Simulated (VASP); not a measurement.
# Pd (Fm-3m) in VASP: notebook

Runs on Pd. Level: PBE. Tasks: single point.

Program: VASP 6.6.1. These are calculated values, not measurements. Logs are shortened: lines on timing, memory, paths and dates and some standing lists are left out, and cuts for length are marked.

### Step 1. The cell of the first run

It takes space group Fm-3m (No. 225, cubic). Conventional cell: a = 3.949 Å, b = 3.949 Å, c = 3.949 Å, α = 90.00°, β = 90.00°, γ = 90.00°. Pd (site symmetry m-3m) has 12 Pd at 2.79 Å within 3.7 Å.

### Step 2. Single point, PBE (15.39 Å³/atom)

Contents of INCAR:

```
ALGO = Normal ; EDIFF = 1E-6
ENCUT = 500 ; GGA = PE
GGA_COMPAT = False ; ISIF = 2
ISMEAR = 0 ; LASPH = True
LCHARG = False ; LREAL = False
LWAVE = False ; NBANDS = 11
NELM = 120 ; PREC = Accurate
SIGMA = 0.05
```

Contents of KPOINTS:

```
k-points
0
Gamma
  8 8 8
```

Contents of POSCAR:

```
Pd
1.0
    0.0000000000      1.9742795205      1.9742795205
    1.9742795205      0.0000000000      1.9742795205
    1.9742795205      1.9742795205      0.0000000000
Pd
1
Direct
    0.0000000000      0.0000000000      0.0000000000
```

Potentials or basis: VASP PAW PBE potentials, release 64 (Pd).

Command:

```
$ cat potpaw_PBE.64/Pd/POTCAR > POTCAR
$ mpirun -np 1 vasp_std > vasp.out
```

OUTCAR:

```text
EDIFF = 1E-6
   ENCUT = 500
   GGA = PE
   ISIF = 2
   ISMEAR = 0
   LASPH = True
   LREAL = False
   NELM = 120
   PREC = Accurate

 ion  position               nearest neighbor table
   1  0.000  0.000  0.000-

  LATTYP: Found a face centered cubic cell.
 ALAT       =     3.9485590410

  Lattice vectors:

 A1 = (   0.0000000000,   1.9742795205,   1.9742795205)
 A2 = (   1.9742795205,   0.0000000000,   1.9742795205)
 A3 = (   1.9742795205,   1.9742795205,   0.0000000000)

Analysis of symmetry for initial positions (statically):
=====================================================================
 Subroutine PRICEL returns:
 Original cell was already a primitive cell.

 Routine SETGRP: Setting up the symmetry group for a
 face centered cubic supercell.

 Subroutine GETGRP returns: Found 48 space group operations
 (whereof 48 operations were pure point group operations)
 out of a pool of 48 trial point group operations.

The static configuration has the point symmetry O_h .

Analysis of symmetry for dynamics (positions and initial velocities):
=====================================================================
 Subroutine PRICEL returns:
 Original cell was already a primitive cell.

 Routine SETGRP: Setting up the symmetry group for a
 face centered cubic supercell.

 Subroutine GETGRP returns: Found 48 space group operations
 (whereof 48 operations were pure point group operations)
 out of a pool of 48 trial point group operations.

The dynamic configuration has the point symmetry O_h .

 Subroutine INISYM returns: Found 48 space group operations
 (whereof 48 operations are pure point group operations),
 and found     1 'primitive' translations

----------------------------------------------------------------------------------------

                                     Primitive cell

  volume of cell :      15.3906

  direct lattice vectors                    reciprocal lattice vectors
     0.000000000  1.974279521  1.974279521    -0.253256945  0.253256945  0.253256945
     1.974279521  0.000000000  1.974279521     0.253256945 -0.253256945  0.253256945
     1.974279521  1.974279521  0.000000000     0.253256945  0.253256945 -0.253256945

  length of vectors
     2.792052874  2.792052874  2.792052874     0.438653896  0.438653896  0.438653896

  position of ions in fractional coordinates (direct lattice)
     0.000000000  0.000000000  0.000000000

  ion indices of the primitive-cell ions
   primitive index   ion index
[... 79 lines left out ...]
   ISIF   =      2    stress and relaxation
   ISYM   =      2    0-nonsym 1-usesym 2-fastsym
   POTIM  = 0.5000    time-step for ionic-motion
   TEBEG  =    0.0;   TEEND  =   0.0 temperature during run
   PSTRESS=    0.0 pullay stress
   NELECT =      10.0000    total number of electrons
   NUPDOWN=      -1.0000    fix difference up-down
   EMIN   =  10.00;   EMAX   =-10.00  energy-range for DOS
   EFERMI =   0.00;   METHOD = LEGACY
   ISMEAR =     0;   SIGMA  =   0.05  broadening in eV -4-tet -1-fermi 0-gaus
   EFERMI_NEDOS =   21; number of points for ismear=-14 and -15
   IALGO  =     38    algorithm
   IMIX   =      4    mixing-type and parameters
     AMIX     =   0.40;   BMIX     =  1.00
     AMIX_MAG =   1.60;   BMIX_MAG =  1.00
  volume/ion in A,a.u.               =      15.39       103.86
  Fermi-wavevector in a.u.,A,eV,Ry     =   1.417935  2.679508 27.355036  2.010538
  Thomas-Fermi vector in A             =   2.539113
   LORBIT       =      0    0 simple, 1 ext, 2 COOP (PROOUT), +10 PAW based schemes
   GGA     = PE    functional components
   LHFCALC =     F    Hartree Fock is set to
   AEXX    =    0.0000 exact exchange contribution
   IVDW    =     0    specifies the selected vdW correction
   LEPSILON=     F    determine dielectric tensor
   LRPA    =     F    only Hartree local field effects (RPA)
 non-spin polarized calculation
 Gauss-broadening in eV      SIGMA  =   0.05
  energy-cutoff  :      500.00
  volume of cell :       15.39
 maximum number of plane-waves:       399
   NGX = 11   NGY = 11   NGZ = 11

 number of electron      10.0000000 magnetization

 number of electron       9.9999995 magnetization

 Free energy of the ion-electron system (eV)
  ---------------------------------------------------
  ext. energy  EPLUGINS =         0.00000000
  ---------------------------------------------------
  free energy    TOTEN  =        -5.19944231 eV

  energy without entropy =       -5.19584874  energy(sigma->0) =       -5.19764552

 E-fermi :   9.1685     XC(G=0): -12.9141

 val. band max:        9.1368276399   @ k =  -0.3750   0.3750   0.1250
 cond. band min:       9.1772344716   @ k =   0.5000   0.2500   0.0000
 fundamental gap:      0.0404068317
 Fermi energy:         9.1685207808

 k-point     1 :       0.0000    0.0000    0.0000
  band No.  band energies     occupation
      1       2.2679      2.00000
      2       6.4672      2.00000
      3       6.4672      2.00000
      4       6.4672      2.00000
      5       7.9667      2.00000
      6       7.9667      2.00000
      7      26.2481      0.00000
      8      30.7770      0.00000
      9      30.7770      0.00000
     10      30.7770      0.00000
     11      35.4792      0.00000
[... 309 lines left out ...]
 k-point    24 :      -0.3750    0.2500    0.1250
  band No.  band energies     occupation
      1       5.0232      2.00000
      2       5.7295      2.00000
      3       6.8422      2.00000
      4       7.2786      2.00000
      5       8.9703      2.00000
      6      13.8344      0.00000
      7      16.1897      0.00000
      8      24.4423      0.00000
      9      24.6444      0.00000
     10      29.9344      0.00000
     11      35.3909      0.00000

 [... further k-points ...]

------------------------ aborting loop because EDIFF is reached ----------------------------------------

  FORCE on cell =-STRESS in cart. coord.  units (eV):
  Direction    XX          YY          ZZ          XY          YZ          ZX
  --------------------------------------------------------------------------------------
  -------------------------------------------------------------------------------------
  Total       -0.0254773     -0.0254773     -0.0254773      0.0000000     -0.0000000     -0.0000000
  in kB       -2.6522137     -2.6522137     -2.6522137      0.0000000     -0.0000000     -0.0000000
  external PRESSURE =      -2.6522137 kB  Pullay stress =       0.0000000 kB

 VOLUME and BASIS-vectors are now :
 -----------------------------------------------------------------------------
  energy-cutoff  :      500.00
  volume of cell :       15.39
      direct lattice vectors                 reciprocal lattice vectors
     0.000000000  1.974279521  1.974279521    -0.253256945  0.253256945  0.253256945
     1.974279521  0.000000000  1.974279521     0.253256945 -0.253256945  0.253256945
     1.974279521  1.974279521  0.000000000     0.253256945  0.253256945 -0.253256945

 POSITION                                       TOTAL-FORCE (eV/Angst)
 -----------------------------------------------------------------------------------
      0.00000      0.00000      0.00000        -0.000000     -0.000000     -0.000000
 -----------------------------------------------------------------------------------
    total drift:                                0.000000      0.000000      0.000000

  FREE ENERGIE OF THE ION-ELECTRON SYSTEM (eV)
  ---------------------------------------------------
  free  energy   TOTEN  =        -5.1994423059 eV

  energy  without entropy=       -5.1958487392  energy(sigma->0) =       -5.19764552
```

OSZICAR:

```text
N       E                     dE             d eps       ncg     rms          rms(c)
DAV:   1     0.381027234510E+02    0.38103E+02   -0.49529E+03   646   0.818E+02
DAV:   2    -0.489434086209E+01   -0.42997E+02   -0.41760E+02   707   0.172E+02
DAV:   3    -0.544679068084E+01   -0.55245E+00   -0.54726E+00   757   0.200E+01
DAV:   4    -0.544925155336E+01   -0.24609E-02   -0.24606E-02   767   0.149E+00
DAV:   5    -0.544928175753E+01   -0.30204E-04   -0.30203E-04   854   0.145E-01    0.688E+00
DAV:   6    -0.520943031677E+01    0.23985E+00   -0.10406E+00   773   0.833E+00    0.340E+00
DAV:   7    -0.520247943197E+01    0.69509E-02   -0.66540E-03   783   0.609E-01    0.187E+00
DAV:   8    -0.519943403048E+01    0.30454E-02   -0.85574E-04   784   0.190E-01    0.291E-02
DAV:   9    -0.519943942575E+01   -0.53953E-05   -0.14048E-05   817   0.301E-02    0.106E-02
DAV:  10    -0.519944245202E+01   -0.30263E-05   -0.14868E-06   761   0.117E-02    0.168E-03
DAV:  11    -0.519944230590E+01    0.14612E-06   -0.38388E-08   457   0.144E-03
   1 F= -.51994423E+01 E0= -.51976455E+01  d E =-.359357E-02
```

stdout:

```text
POSCAR found type information on POSCAR Pd
 POSCAR found :  1 types and       1 ions
 scaLAPACK will be used
 LDA part: xc-table for (Slater+PW92), standard interpolation
 POSCAR, INCAR and KPOINTS ok, starting setup
 FFT: planning ... GRIDC
 FFT: planning ... GRID_SOFT
 FFT: planning ... GRID
 WAVECAR not read
 entering main loop
```

It took 5.5 s on 1 thread of Intel Xeon 8259CL, shared host; peak memory 0.12 GiB.

What came out:

```
Free energy            : -5.1994 eV
Pressure               : -0.3 GPa
Band gap on the k mesh : zero (bands 5 and 6 overlap by 1.49 eV)
```

### Step 3. Single point, PBE, non-collinear spin, zero start, spin-orbit coupling (15.31 Å³/atom)

This run uses another cell than the first one, of 15.31 Å³/atom.

Contents of INCAR:

```
SYSTEM = Pd
ALGO = Normal
EDIFF = 1E-6
ENCUT = 500
GGA = PE
GGA_COMPAT = .False.
ISIF = 2
ISMEAR = 0
LASPH = .True.
LCHARG = .False.
LMAXMIX = 4
LNONCOLLINEAR = .True.
LORBIT = 11
LORBMOM = .True.
LREAL = .False.
LSORBIT = .True.
LWAVE = .False.
MAGMOM = 0 0 0
NBANDS = 21
NELM = 200
PREC = Accurate
SIGMA = 0.05
```

Contents of KPOINTS:

```
k-points
0
Gamma
  18 18 18
  0 0 0
```

Contents of POSCAR:

```
Pd
1.0
    0.0000000000      1.9709908403      1.9709908403
    1.9709908403      0.0000000000      1.9709908403
    1.9709908403      1.9709908403      0.0000000000
Pd
1
Direct
    0.0000000000      0.0000000000      0.0000000000
```

Potentials or basis: VASP PAW PBE potentials, release 64 (Pd).

Command:

```
$ cat potpaw_PBE.64/Pd/POTCAR > POTCAR
$ mpirun -np 1 vasp_ncl > vasp.out
```

OUTCAR:

```text
SYSTEM = Pd
   EDIFF = 1E-6
   ENCUT = 500
   GGA = PE
   ISIF = 2
   ISMEAR = 0
   LASPH = .True.
   LNONCOLLINEAR = .True.
   LORBIT = 11
   LREAL = .False.
   LSORBIT = .True.
   NELM = 200
   PREC = Accurate

 ion  position               nearest neighbor table
   1  0.000  0.000  0.000-

  LATTYP: Found a face centered cubic cell.
 ALAT       =     3.9419816806

  Lattice vectors:

 A1 = (   0.0000000000,   1.9709908403,   1.9709908403)
 A2 = (   1.9709908403,   0.0000000000,   1.9709908403)
 A3 = (   1.9709908403,   1.9709908403,   0.0000000000)

Analysis of symmetry for initial positions (statically):
=====================================================================
 Subroutine PRICEL returns:
 Original cell was already a primitive cell.

 Routine SETGRP: Setting up the symmetry group for a
 face centered cubic supercell.

 Subroutine GETGRP returns: Found 48 space group operations
 (whereof 48 operations were pure point group operations)
 out of a pool of 48 trial point group operations.

The static configuration has the point symmetry O_h .

Analysis of symmetry for dynamics (positions and initial velocities):
=====================================================================
 Subroutine PRICEL returns:
 Original cell was already a primitive cell.

 Routine SETGRP: Setting up the symmetry group for a
 face centered cubic supercell.

 Subroutine GETGRP returns: Found 48 space group operations
 (whereof 48 operations were pure point group operations)
 out of a pool of 48 trial point group operations.

The dynamic configuration has the point symmetry O_h .

Analysis of structural, dynamic, and magnetic symmetry:
=====================================================================
 Subroutine PRICEL returns:
[... 748 lines left out ...]
  -------------------------------------------------------------------------------------
  Total       -0.0125743     -0.0125743     -0.0125743      0.0000000      0.0000000      0.0000000
  in kB       -1.3155621     -1.3155621     -1.3155621      0.0000000      0.0000000      0.0000000
  external PRESSURE =      -1.3155621 kB  Pullay stress =       0.0000000 kB

 VOLUME and BASIS-vectors are now :
 -----------------------------------------------------------------------------
  energy-cutoff  :      500.00
  volume of cell :       15.31
      direct lattice vectors                 reciprocal lattice vectors
     0.000000000  1.970990840  1.970990840    -0.253679515  0.253679515  0.253679515
     1.970990840  0.000000000  1.970990840     0.253679515 -0.253679515  0.253679515
     1.970990840  1.970990840  0.000000000     0.253679515  0.253679515 -0.253679515

 POSITION                                       TOTAL-FORCE (eV/Angst)
 -----------------------------------------------------------------------------------
      0.00000      0.00000      0.00000        -0.000000     -0.000000      0.000000
 -----------------------------------------------------------------------------------
    total drift:                                0.000000     -0.000000      0.000000

  FREE ENERGIE OF THE ION-ELECTRON SYSTEM (eV)
  ---------------------------------------------------
  free  energy   TOTEN  =        -5.2646081879 eV

  energy  without entropy=       -5.2613270584  energy(sigma->0) =       -5.26296762

 orbital moment (x)

 # of ion     p       d       tot
 ----------------------------------------
  1         0.000   0.000   0.000
 ----------------------------------------
            0.000   0.000   0.000

 orbital moment (y)

 # of ion     p       d       tot
 ----------------------------------------
  1         0.000  -0.000  -0.000
 ----------------------------------------
            0.000  -0.000  -0.000

 orbital moment (z)

 # of ion     p       d       tot
 ----------------------------------------
  1        -0.000   0.000  -0.000
 ----------------------------------------
           -0.000   0.000  -0.000

 Spin-Orbit-Coupling matrix elements

 Ion:    1  E_soc:     -0.0867554
 l=   1
     0.0000000    -0.0023730    -0.0023730
    -0.0023730     0.0000000    -0.0023730
    -0.0023730    -0.0023730     0.0000000
 l=   2
     0.0000000    -0.0024499     0.0000000    -0.0024499    -0.0096363
    -0.0024499     0.0000000    -0.0072273    -0.0024499    -0.0024091
     0.0000000    -0.0072273     0.0000000    -0.0072273     0.0000000
    -0.0024499    -0.0024499    -0.0072273     0.0000000    -0.0024091
    -0.0096363    -0.0024091     0.0000000    -0.0024091     0.0000000
 l=   3
     0.0000000     0.0000000     0.0000000     0.0000000     0.0000000     0.0000000     0.0000000
     0.0000000     0.0000000     0.0000000     0.0000000     0.0000000     0.0000000     0.0000000
     0.0000000     0.0000000     0.0000000     0.0000000     0.0000000     0.0000000     0.0000000
     0.0000000     0.0000000     0.0000000     0.0000000     0.0000000     0.0000000     0.0000000
     0.0000000     0.0000000     0.0000000     0.0000000     0.0000000     0.0000000     0.0000000
     0.0000000     0.0000000     0.0000000     0.0000000     0.0000000     0.0000000     0.0000000
     0.0000000     0.0000000     0.0000000     0.0000000     0.0000000     0.0000000     0.0000000

 total charge

# of ion       s       p       d       tot
------------------------------------------
    1        0.472   0.441   8.452   9.365

 magnetization (x)

# of ion       s       p       d       tot
------------------------------------------
    1        0.000  -0.000   0.000  -0.000

 magnetization (y)

# of ion       s       p       d       tot
------------------------------------------
    1       -0.000   0.000   0.000  -0.000

 magnetization (z)

# of ion       s       p       d       tot
------------------------------------------
    1       -0.000   0.000   0.000  -0.000
```

OSZICAR:

```text
N       E                     dE             d eps       ncg     rms          rms(c)
DAV:   1     0.559716221812E+02    0.55972E+02   -0.46872E+03  8198   0.883E+02
DAV:   2    -0.421514224306E+01   -0.60187E+02   -0.55929E+02  9310   0.221E+02
DAV:   3    -0.552623869028E+01   -0.13111E+01   -0.12944E+01  9491   0.341E+01
DAV:   4    -0.553584624913E+01   -0.96076E-02   -0.96056E-02  9772   0.299E+00
DAV:   5    -0.553600533751E+01   -0.15909E-03   -0.15909E-03 10334   0.388E-01    0.709E+00
DAV:   6    -0.527688040376E+01    0.25912E+00   -0.43073E-01  9870   0.896E+00    0.349E+00
DAV:   7    -0.526801419090E+01    0.88662E-02   -0.68913E-03 10625   0.844E-01    0.188E+00
DAV:   8    -0.526459562499E+01    0.34186E-02   -0.77277E-04  9990   0.242E-01    0.368E-01
DAV:   9    -0.526460459381E+01   -0.89688E-05   -0.14409E-05 11069   0.340E-02    0.271E-02
DAV:  10    -0.526460655849E+01   -0.19647E-05   -0.16812E-06  9958   0.169E-02    0.122E-02
DAV:  11    -0.526460826800E+01   -0.17095E-05   -0.89324E-07  9514   0.960E-03    0.165E-03
DAV:  12    -0.526460818794E+01    0.80058E-07   -0.16924E-08  6270   0.129E-03
   1 F= -.52646082E+01 E0= -.52629676E+01  d E =-.328113E-02  mag=     0.0000    -0.0000    -0.0000
```

It took 91 s on 1 thread of Intel Xeon 8259CL, shared host; peak memory 0.22 GiB.

What came out:

| Item | Value |
| --- | --- |
| Free energy | -5.2646 eV |
| Pressure | -0.1 GPa |
| Net moment | 0.00 μB per cell |
| Valence electrons inside the program's atomic spheres | Pd 9.37 |

Moments on the atoms (μB; x, y, z):
```
Pd  0.00 0.00 0.00
```

(Part 1 of 2 ends here.)

The gap in the log of VASP goes by the Fermi energy; the results here count the filled bands.